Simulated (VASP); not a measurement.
Write the native input for VASP 6.6.1 that does the following.

```yaml
Task: relaxation of shape and atoms at fixed volume
Functional: PBE
Potentials_or_basis: VASP PAW PBE potentials, release 64 (Ni, O)
Cutoff: 600 eV
k_mesh: 10 × 10 × 10
Occupations: gaussian, width 0.05 eV
Spin: collinear spin, antiferromagnetic start
Starting_moments: "[1.86, -1.86, 0.0, 0.0] μB"
Hubbard_terms: Ni d U = 6.2 eV
Dipole_correction: no
Further_INCAR_settings: ALGO = Normal; EDIFF = 1e-06; IBRION = 2; EDIFFG = -0.01; NSW = 60; ISIF = 4
```

The structure of NiO lies in POSCAR:

```
NiO
1.0
    0.0000000000      2.1337902789      2.1337902789
    2.1337902789      0.0000000000      2.1337902789
    4.2675805578      2.1337902789     -2.1337902789
Ni O
2 2
Direct
    0.0000000000      0.0000000000      0.0000000000
    0.5000000000      0.0000000000      0.5000000000
    0.7500000000      0.5000000000      0.2500000000
    1.2500000000      0.5000000000      0.7500000000
```

These files were run (other wordings do the same):

INCAR

```
SYSTEM = NiO
  ALGO = Normal
  EDIFF = 1E-6
  EDIFFG = -0.01
  ENCUT = 600
  GGA = PE
  IBRION = 2
  ISIF = 4
  ISMEAR = 0
  ISPIN = 2
  LASPH = .TRUE.
  LCHARG = .FALSE.
  LDAU = .TRUE.
  LDAUJ = 0 0
  LDAUL = 2 -1
  LDAUPRINT = 1
  LDAUTYPE = 2
  LDAUU = 6.2 0
  LMAXMIX = 4
  LORBIT = 11
  LREAL = .FALSE.
  LWAVE = .FALSE.
  MAGMOM = 1.86 -1.86 0 0
  NELM = 150
  NSW = 60
  PREC = Accurate
  SIGMA = 0.05
```

KPOINTS

```
k-points
0
G
  10 10 10
  0 0 0
```

Potentials or basis: VASP PAW PBE potentials, release 64 (Ni, O).

Run with:

```bash
$ cat potpaw_PBE.64/Ni/POTCAR potpaw_PBE.64/O/POTCAR > POTCAR
$ mpirun -np 1 vasp_std > vasp.out
```

It gave:

```yaml
Pressure_after_relaxing: -9.9 GPa
Band_gap_on_the_k_mesh: 2.95 eV
Net_moment: 0.00 μB per cell
Site_moments: Ni +1.76, -1.76; O +0.00 μB
Valence_electrons_inside_the_program's_atomic_spheres: Ni 8.89; O 4.99
```

Caveat: the relaxation stopped at its first step, so nothing moved.

Run time: 2.3 min on 1 thread of Oxide Virtual Turin-like Processor (shared host), peak memory 0.27 GiB.
